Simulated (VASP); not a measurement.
# SiNi3 (Pm-3m) in VASP: notebook

Runs on SiNi3. Level: PBE. Tasks: single point.

All numbers are computed with VASP 6.6.1; they aren't measurements. Logs are shortened: lines on timing, memory, paths and dates and some standing lists are left out, and cuts for length are marked.

### Step 1. The cell of the first run

Symmetry: Pm-3m, No. 221, cubic system. The conventional cell has a = 3.506 Å, b = 3.506 Å, c = 3.506 Å, α = 90.00°, β = 90.00°, γ = 90.00°. Si (site symmetry m-3m) has 12 Ni at 2.48 Å within 3.3 Å. Ni (site symmetry 4/mmm) has 4 Si at 2.48 Å and 8 Ni at 2.48 Å within 3.3 Å.

### Step 2. Single point, PBE

File INCAR:

```
ALGO     = Normal         # electronic algorithm
EDIFF    = 1E-7           # SCF threshold, eV
ENCUT    = 520            # plane-wave cutoff, eV
GGA      = PE             # functional
ISIF     = 2              # what is computed and relaxed
ISMEAR   = 0              # smearing method
LASPH    = T              # aspherical terms in the spheres
LCHARG   = F              # write CHGCAR
LREAL    = F              # projectors in reciprocal space
LWAVE    = F              # write WAVECAR
NBANDS   = 25             # bands
NELM     = 100            # most SCF steps
PREC     = Accurate       # precision mode
SIGMA    = 0.15           # smearing width, eV
```

File KPOINTS:

```
k-points
0
Gamma
  10 10 10
```

File POSCAR:

```
SiNi3
1.0
    3.5062596404      0.0000000000      0.0000000000
    0.0000000000      3.5062596404      0.0000000000
    0.0000000000      0.0000000000      3.5062596404
Si Ni
1 3
Direct
    0.0000000000      0.0000000000      0.0000000000
    0.0000000000      0.5000000000      0.5000000000
    0.5000000000      0.0000000000      0.5000000000
    0.5000000000      0.5000000000      0.0000000000
```

Potentials or basis: VASP PAW PBE potentials, release 64 (Si, Ni).

Command:

```sh
$ cat potpaw_PBE.64/Si/POTCAR potpaw_PBE.64/Ni/POTCAR > POTCAR
$ mpirun -np 1 vasp_std > vasp.out
```

OUTCAR:

```text
EDIFF = 1E-7
   ENCUT = 520
   GGA = PE
   ISIF = 2
   ISMEAR = 0
   LASPH = T
   LREAL = F
   NELM = 100
   PREC = Accurate

 ion  position               nearest neighbor table
   1  0.000  0.000  0.000-   2 2.48   3 2.48   4 2.48   2 2.48   3 2.48   2 2.48   4 2.48   2 2.48
                             3 2.48   4 2.48   3 2.48   4 2.48
   2  0.000  0.500  0.500-   1 2.48   3 2.48   4 2.48   1 2.48   4 2.48   1 2.48   3 2.48   1 2.48
                             3 2.48   4 2.48   4 2.48   3 2.48
   3  0.500  0.000  0.500-   1 2.48   2 2.48   4 2.48   1 2.48   4 2.48   2 2.48   4 2.48   4 2.48
                             1 2.48   2 2.48   1 2.48   2 2.48
   4  0.500  0.500  0.000-   1 2.48   2 2.48   3 2.48   2 2.48   3 2.48   1 2.48   3 2.48   3 2.48
                             1 2.48   2 2.48   2 2.48   1 2.48

  LATTYP: Found a simple cubic cell.
 ALAT       =     3.5062596404

  Lattice vectors:

 A1 = (   3.5062596404,   0.0000000000,   0.0000000000)
 A2 = (   0.0000000000,   3.5062596404,   0.0000000000)
 A3 = (   0.0000000000,   0.0000000000,   3.5062596404)

Analysis of symmetry for initial positions (statically):
=====================================================================
 Subroutine PRICEL returns:
 Original cell was already a primitive cell.

 Routine SETGRP: Setting up the symmetry group for a
 simple cubic supercell.

 Subroutine GETGRP returns: Found 48 space group operations
 (whereof 48 operations were pure point group operations)
 out of a pool of 48 trial point group operations.

The static configuration has the point symmetry O_h .

Analysis of symmetry for dynamics (positions and initial velocities):
=====================================================================
 Subroutine PRICEL returns:
 Original cell was already a primitive cell.

 Routine SETGRP: Setting up the symmetry group for a
 simple cubic supercell.

 Subroutine GETGRP returns: Found 48 space group operations
 (whereof 48 operations were pure point group operations)
 out of a pool of 48 trial point group operations.

The dynamic configuration has the point symmetry O_h .

 Subroutine INISYM returns: Found 48 space group operations
 (whereof 48 operations are pure point group operations),
 and found     1 'primitive' translations

----------------------------------------------------------------------------------------

                                     Primitive cell

  volume of cell :      43.1055

  direct lattice vectors                    reciprocal lattice vectors
     3.506259640  0.000000000  0.000000000     0.285204207  0.000000000  0.000000000
     0.000000000  3.506259640  0.000000000     0.000000000  0.285204207  0.000000000
     0.000000000  0.000000000  3.506259640     0.000000000  0.000000000  0.285204207

  length of vectors
     3.506259640  3.506259640  3.506259640     0.285204207  0.285204207  0.285204207

  position of ions in fractional coordinates (direct lattice)
     0.000000000  0.000000000  0.000000000
     0.000000000  0.500000000  0.500000000
     0.500000000  0.000000000  0.500000000
     0.500000000  0.500000000  0.000000000

  ion indices of the primitive-cell ions
   primitive index   ion index
                 1           1
                 2           2
                 3           3
                 4           4

----------------------------------------------------------------------------------------

 KPOINTS: k-points

Automatic generation of k-mesh.
 Grid dimensions read from file:
 generate k-points for:   10   10   10

 Generating k-lattice:

  Cartesian coordinates                     Fractional coordinates (reciprocal lattice)
     0.028520421  0.000000000  0.000000000     0.100000000  0.000000000  0.000000000
     0.000000000  0.028520421  0.000000000     0.000000000  0.100000000  0.000000000
     0.000000000  0.000000000  0.028520421     0.000000000  0.000000000  0.100000000

  Length of vectors
     0.028520421  0.028520421  0.028520421

  Shift w.r.t. Gamma in fractional coordinates (k-lattice)
     0.000000000  0.000000000  0.000000000

 Subroutine IBZKPT returns following result:
 ===========================================

 Found     56 irreducible k-points:

 Following reciprocal coordinates:
            Coordinates               Weight
  0.000000  0.000000  0.000000      1.000000
  0.100000  0.000000  0.000000      6.000000
  0.200000  0.000000  0.000000      6.000000
  0.300000  0.000000  0.000000      6.000000
  0.400000  0.000000  0.000000      6.000000
  0.500000  0.000000  0.000000      3.000000
[... 16 lines left out ...]
  0.200000  0.100000  0.100000     24.000000
  0.300000  0.100000  0.100000     24.000000
 [... further k-points ...]
   k-points           NKPTS =     56   k-points in BZ     NKDIM =     56   number of bands    NBANDS=     25
   number of dos      NEDOS =    301   number of ions     NIONS =      4
   total plane-waves  NPLWV =  21952
   dimension x,y,z NGX =    28 NGY =   28 NGZ =   28
   dimension x,y,z NGXF=    56 NGYF=   56 NGZF=   56
   ions per type =               1   3
   NGX,Y,Z   is equivalent  to a cutoff of  13.28, 13.28, 13.28 a.u.
   NGXF,Y,Z  is equivalent  to a cutoff of  26.55, 26.55, 26.55 a.u.
 SYSTEM =  unknown system
   PREC   = accura    normal or accurate (medium, high low for compatibility)
   ISTART =      0    job   : 0-new  1-cont  2-samecut
   ICHARG =      2    charge: 1-file 2-atom 10-const
   ISPIN  =      1    spin polarized calculation?
   LNONCOLLINEAR =      F non collinear calculations
   LSORBIT =      F    spin-orbit coupling
   LASPH  =      T    aspherical Exc in radial PAW
   ENCUT  =  520.0 eV  38.22 Ry    6.18 a.u.   6.52  6.52  6.52*2*pi/ulx,y,z
   NELM   =    100;   NELMIN=  2; NELMDL= -5     # of ELM steps
   EDIFF  = 0.1E-06   stopping-criterion for ELM
   LREAL  =      F    real-space projection
   EDIFFG = 0.1E-05   stopping-criterion for IOM
   NSW    =      0    number of steps for IOM
   IBRION =     -1    ionic relax: 0-MD 1-quasi-New 2-CG
   NFREE  =      0    steps in history (QN), initial steepest desc. (CG)
   ISIF   =      2    stress and relaxation
   ISYM   =      2    0-nonsym 1-usesym 2-fastsym
   POTIM  = 0.5000    time-step for ionic-motion
   TEBEG  =    0.0;   TEEND  =   0.0 temperature during run
   PSTRESS=    0.0 pullay stress
   NELECT =      34.0000    total number of electrons
   NUPDOWN=      -1.0000    fix difference up-down
   EMIN   =  10.00;   EMAX   =-10.00  energy-range for DOS
   EFERMI =   0.00;   METHOD = LEGACY
   ISMEAR =     0;   SIGMA  =   0.15  broadening in eV -4-tet -1-fermi 0-gaus
   EFERMI_NEDOS =   21; number of points for ismear=-14 and -15
   IALGO  =     38    algorithm
   IMIX   =      4    mixing-type and parameters
     AMIX     =   0.40;   BMIX     =  1.00
     AMIX_MAG =   1.60;   BMIX_MAG =  1.00
  volume/ion in A,a.u.               =      10.78        72.72
  Fermi-wavevector in a.u.,A,eV,Ry     =   1.512599  2.858397 31.129516  2.287955
  Thomas-Fermi vector in A             =   2.622502
   LORBIT       =      0    0 simple, 1 ext, 2 COOP (PROOUT), +10 PAW based schemes
   GGA     = PE    functional components
   LHFCALC =     F    Hartree Fock is set to
   AEXX    =    0.0000 exact exchange contribution
   IVDW    =     0    specifies the selected vdW correction
   LEPSILON=     F    determine dielectric tensor
   LRPA    =     F    only Hartree local field effects (RPA)
 non-spin polarized calculation
 Gauss-broadening in eV      SIGMA  =   0.15
  energy-cutoff  :      520.00
  volume of cell :       43.11
 maximum number of plane-waves:      1189
 NGX is ok and might be reduce to    28

 number of electron      33.9999978 magnetization

 Free energy of the ion-electron system (eV)
  ---------------------------------------------------
  ext. energy  EPLUGINS =         0.00000000
  ---------------------------------------------------
  free energy    TOTEN  =       -23.69248704 eV

  energy without entropy =      -23.67118288  energy(sigma->0) =      -23.68183496

 E-fermi :  10.6681     XC(G=0): -13.0973

 val. band max:       10.6244998354   @ k =   0.1000   0.1000   0.0000
 cond. band min:      10.6825751455   @ k =   0.0000   0.0000   0.0000
 fundamental gap:      0.0580753101
 Fermi energy:        10.6681266819

 k-point     1 :       0.0000    0.0000    0.0000
  band No.  band energies     occupation
      1      -1.2715      2.00000
      2       5.7840      2.00000
      3       6.6054      2.00000
      4       6.6054      2.00000
      5       7.1228      2.00000
      6       7.1228      2.00000
[... 17 lines left out ...]
     24      21.2203      0.00000
     25      21.2203      0.00000

 k-point     2 :       0.1000    0.0000    0.0000
  band No.  band energies     occupation
      1      -1.1545      2.00000
      2       5.8033      2.00000
      3       6.4399      2.00000
      4       6.6881      2.00000
      5       7.1123      2.00000
      6       7.1123      2.00000
[... 17 lines left out ...]
     24      20.8255      0.00000
     25      20.9346      0.00000

 k-point     3 :       0.2000    0.0000    0.0000
  band No.  band energies     occupation
      1      -0.8108      2.00000
      2       5.4918      2.00000
      3       6.2524      2.00000
      4       6.9228      2.00000
      5       7.0733      2.00000
      6       7.0733      2.00000
[... 17 lines left out ...]
     24      19.6142      0.00000
     25      20.5645      0.00000

 k-point     4 :       0.3000    0.0000    0.0000
  band No.  band energies     occupation
      1      -0.2678      2.00000
      2       4.5199      2.00000
      3       6.4447      2.00000
      4       7.0027      2.00000
      5       7.0027      2.00000
      6       7.2637      2.00000
[... 17 lines left out ...]
     24      18.7455      0.00000
     25      21.6869      0.00000
[... 477 lines left out ...]
 k-point    22 :       0.1000    0.1000    0.1000
  band No.  band energies     occupation
      1      -0.9234      2.00000
      2       5.8644      2.00000
      3       6.4702      2.00000
      4       6.4702      2.00000
      5       6.9695      2.00000
      6       7.2209      2.00000
[... 17 lines left out ...]
     24      20.4375      0.00000
     25      20.4375      0.00000

 k-point    23 :       0.2000    0.1000    0.1000
  band No.  band energies     occupation
      1      -0.5852      2.00000
      2       5.6156      2.00000
      3       6.2387      2.00000
      4       6.6567      2.00000
      5       6.8830      2.00000
      6       7.2385      2.00000
[... 17 lines left out ...]
     24      18.9085      0.00000
     25      20.6905      0.00000

 k-point    24 :       0.3000    0.1000    0.1000
  band No.  band energies     occupation
      1      -0.0524      2.00000
      2       4.6781      2.00000
      3       6.3971      2.00000
      4       6.8217      2.00000
      5       6.8337      2.00000
      6       7.3711      2.00000
[... 17 lines left out ...]
     24      20.0724      0.00000
     25      21.2534      0.00000

 [... further k-points ...]
[... 5 lines left out ...]
  --------------------------------------------------------------------------------------
  -------------------------------------------------------------------------------------
  Total        0.0104107      0.0104107      0.0104107      0.0000000      0.0000000     -0.0000000
  in kB        0.3869531      0.3869531      0.3869531      0.0000000      0.0000000     -0.0000000
  external PRESSURE =       0.3869531 kB  Pullay stress =       0.0000000 kB

 VOLUME and BASIS-vectors are now :
 -----------------------------------------------------------------------------
  energy-cutoff  :      520.00
  volume of cell :       43.11
      direct lattice vectors                 reciprocal lattice vectors
     3.506259640  0.000000000  0.000000000     0.285204207  0.000000000  0.000000000
     0.000000000  3.506259640  0.000000000     0.000000000  0.285204207  0.000000000
     0.000000000  0.000000000  3.506259640     0.000000000  0.000000000  0.285204207

 POSITION                                       TOTAL-FORCE (eV/Angst)
 -----------------------------------------------------------------------------------
      0.00000      0.00000      0.00000         0.000000      0.000000      0.000000
      0.00000      1.75313      1.75313         0.000000      0.000000      0.000000
      1.75313      0.00000      1.75313         0.000000      0.000000      0.000000
      1.75313      1.75313      0.00000         0.000000      0.000000      0.000000
 -----------------------------------------------------------------------------------
    total drift:                                0.000000      0.000000      0.000000

  FREE ENERGIE OF THE ION-ELECTRON SYSTEM (eV)
  ---------------------------------------------------
  free  energy   TOTEN  =       -23.6924870367 eV

  energy  without entropy=      -23.6711828800  energy(sigma->0) =      -23.68183496
```

Run time: 44 s. Hardware: 1 thread of Intel Xeon Platinum 8488C (Sapphire Rapids), shared host; peak memory 0.18 GiB.

What came out:

| Item | Value |
| --- | --- |
| Free energy | -23.6925 eV |
| Pressure | 0.0 GPa |
| Band gap on the k mesh | zero (band 17 reaches 10.68 eV, above the bottom of band 18 at 10.45 eV) |

Levels at points of the mesh, in eV from the Fermi level:
| k point | band 13 | band 14 | band 15 | band 16 | band 17 | band 18 | band 19 | band 20 | band 21 | band 22 |
| --- | --- | --- | --- | --- | --- | --- | --- | --- | --- | --- |
| (0.00, 0.00, 0.00) | -0.90 | -0.64 | -0.64 | -0.31 | 0.01 | 0.01 | 0.01 | 4.81 | 6.31 | 6.31 |
| (0.50, 0.00, 0.00) | -1.33 | -1.31 | -1.16 | -0.57 | 0.02 | 3.58 | 3.58 | 5.19 | 5.25 | 5.25 |
| (0.50, 0.50, 0.00) | -1.45 | -1.44 | -1.12 | -1.03 | -0.96 | 0.63 | 0.63 | 5.57 | 6.32 | 7.66 |
| (0.50, 0.50, 0.50) | -1.46 | -1.26 | -1.26 | -0.41 | -0.22 | -0.22 | -0.22 | 1.19 | 4.01 | 4.01 |

### Step 3. Single point, PBE

This run uses another cell than the first one: it holds 8 atoms, not 4.

File INCAR:

```
SYSTEM = SiNi3
  ALGO = Fast
  EDIFF = 1E-6
  ENCUT = 520
  GGA = PE
  ISIF = 2
  ISMEAR = 0
  LASPH = .True.
  LCHARG = .False.
  LREAL = .False.
  LWAVE = .False.
  NBANDS = 44
  NELM = 100
  PREC = Accurate
  SIGMA = 0.15
```

File KPOINTS:

```
k-points
0
Gamma
  8 8 8
  0 0 0
```

File POSCAR:

```
SiNi3
1.0
   -3.5062596404      0.0000000000     -3.5062596404
    0.0000000000     -3.5062596404     -3.5062596404
   -3.5062596404     -3.5062596404      0.0000000000
Si Ni
2 6
Direct
    0.0000000000      0.0000000000      0.0000000000
    0.5000000000      0.5000000000      0.5000000000
    0.5000000000      0.0000000000      0.5000000000
    0.0000000000      0.5000000000      0.0000000000
    0.5000000000      0.0000000000      0.0000000000
    0.0000000000      0.5000000000      0.5000000000
    0.5000000000      0.5000000000      0.0000000000
    1.0000000000      1.0000000000      0.5000000000
```

Potentials or basis: VASP PAW PBE potentials, release 64 (Si, Ni).

Command:

```sh
$ cat potpaw_PBE.64/Si/POTCAR potpaw_PBE.64/Ni/POTCAR > POTCAR
$ mpirun -np 1 vasp_std > vasp.out
```

Wall time 2.6 min (1 thread of Intel Xeon Platinum 8488C (Sapphire Rapids), shared host); peak memory 0.28 GiB.

It converged, with:

```
Free energy            : -47.3836 eV
Pressure               : 0.1 GPa
Band gap on the k mesh : zero (band 34 reaches 10.68 eV, above the bottom of band 35 at 10.44 eV)
```

Levels at points of the mesh, in eV from the Fermi level:
```csv
k point,band 30,band 31,band 32,band 33,band 34,band 35,band 36,band 37,band 38,band 39
"(0.00, 0.00, 0.00)",-0.64,-0.41,-0.31,-0.22,-0.22,-0.22,0.01,0.01,0.01,1.19
"(0.50, 0.00, 0.00)",-1.01,-0.32,-0.32,-0.16,-0.16,0.74,0.74,0.74,0.74,4.58
"(0.50, 0.50, 0.00)",-1.12,-1.03,-0.96,-0.57,0.02,0.63,0.63,3.59,3.59,5.19
```

Spin polarisation is off, so any magnetic state and its effect on volume and gap are missing.

### Step 4. Single point, PBE

File INCAR:

```
PREC     = Accurate       # precision mode
ENCUT    = 520            # plane-wave cutoff, eV
EDIFF    = 1E-6           # SCF threshold, eV
ISMEAR   = 0              # smearing method
SIGMA    = 0.1            # smearing width, eV
LREAL    = False          # projectors in reciprocal space
LASPH    = True           # aspherical terms in the spheres
NELM     = 80             # most SCF steps
ALGO     = Fast           # electronic algorithm
ISIF     = 2              # what is computed and relaxed
LWAVE    = False          # write WAVECAR
LCHARG   = False          # write CHGCAR
GGA      = PE             # functional
NBANDS   = 25             # bands
```

File KPOINTS:

```
regular mesh
0
Gamma
  12 12 12
```

File POSCAR:

```
SiNi3
1.0
    3.5062596404      0.0000000000      0.0000000000
    0.0000000000      3.5062596404      0.0000000000
    0.0000000000      0.0000000000      3.5062596404
Si Ni
1 3
Direct
    0.0000000000      0.0000000000      0.0000000000
    0.0000000000      0.5000000000      0.5000000000
    0.5000000000      0.0000000000      0.5000000000
    0.5000000000      0.5000000000      0.0000000000
```

Command:

```sh
$ cat potpaw_PBE.64/Si/POTCAR potpaw_PBE.64/Ni/POTCAR > POTCAR
$ mpirun -np 1 vasp_std > vasp.out
```

Wall time 82 s (1 thread of Intel Xeon Platinum 8488C (Sapphire Rapids), shared host); peak memory 0.2 GiB.

It converged, with:

| Property | Result |
| --- | --- |
| Free energy | -23.6860 eV |
| Pressure | 0.1 GPa |
| Band gap on the k mesh | zero (band 17 reaches 10.69 eV, above the bottom of band 18 at 10.45 eV) |

Levels at points of the mesh, in eV from the Fermi level:
```csv
k point,band 13,band 14,band 15,band 16,band 17,band 18,band 19,band 20,band 21,band 22
"(0.00, 0.00, 0.00)",-0.89,-0.62,-0.62,-0.30,0.03,0.03,0.03,4.82,6.33,6.33
"(0.50, 0.00, 0.00)",-1.31,-1.29,-1.14,-0.56,0.03,3.60,3.60,5.20,5.27,5.27
"(0.50, 0.50, 0.00)",-1.43,-1.42,-1.11,-1.01,-0.94,0.65,0.65,5.58,6.33,7.67
"(0.50, 0.50, 0.50)",-1.44,-1.24,-1.24,-0.39,-0.21,-0.21,-0.21,1.20,4.02,4.02
```

Spin polarisation is off, so any magnetic state and its effect on volume and gap are missing.

### Step 5. Single point, PBE

INCAR is that of step 4.

KPOINTS is that of step 4.

POSCAR is that of step 4.

Command:

```sh
$ cat potpaw_PBE.64/Si/POTCAR potpaw_PBE.64/Ni/POTCAR > POTCAR
$ mpirun -np 1 vasp_std > vasp.out
```

It took 48 s on 1 thread of AMD EPYC 9R45 (Zen 5), shared host; peak memory 0.17 GiB.

It converged, with:

```
Free energy            : -23.6860 eV
Pressure               : 0.1 GPa
Band gap on the k mesh : zero (band 17 reaches 10.69 eV, above the bottom of band 18 at 10.45 eV)
```

Levels at points of the mesh, in eV from the Fermi level:
| k point | band 15 | band 16 | band 17 | band 18 | band 19 | band 20 |
| --- | --- | --- | --- | --- | --- | --- |
| (0.00, 0.00, 0.00) | -0.62 | -0.30 | 0.03 | 0.03 | 0.03 | 4.82 |
| (0.50, 0.00, 0.00) | -1.14 | -0.56 | 0.03 | 3.60 | 3.60 | 5.20 |
| (0.50, 0.50, 0.00) | -1.11 | -1.01 | -0.94 | 0.65 | 0.65 | 5.58 |
| (0.50, 0.50, 0.50) | -1.24 | -0.39 | -0.21 | -0.21 | -0.21 | 1.20 |

Spin polarisation is off, so any magnetic state and its effect on volume and gap are missing.

### Step 6. Overview

| cell | k mesh | smearing | gap on the mesh (eV) | pressure (GPa) |
| --- | --- | --- | --- | --- |
| a = 3.506 Å, 4 atoms | 10 × 10 × 10 | gaussian 0.15 eV | none | 0.0 |
| a = 4.959 Å, angles 60.0°, 8 atoms | 8 × 8 × 8 | gaussian 0.15 eV | none | 0.1 |
| a = 3.506 Å, 4 atoms | 12 × 12 × 12 | gaussian 0.1 eV | none | 0.1 |

Alike in all rows: task single point; level PBE; potentials or basis VASP PAW PBE potentials, release 64 (Si, Ni); no spin polarisation; cutoff (eV) 520.

Total energies depend on the potentials used, so only differences within one code and one set of settings carry meaning.
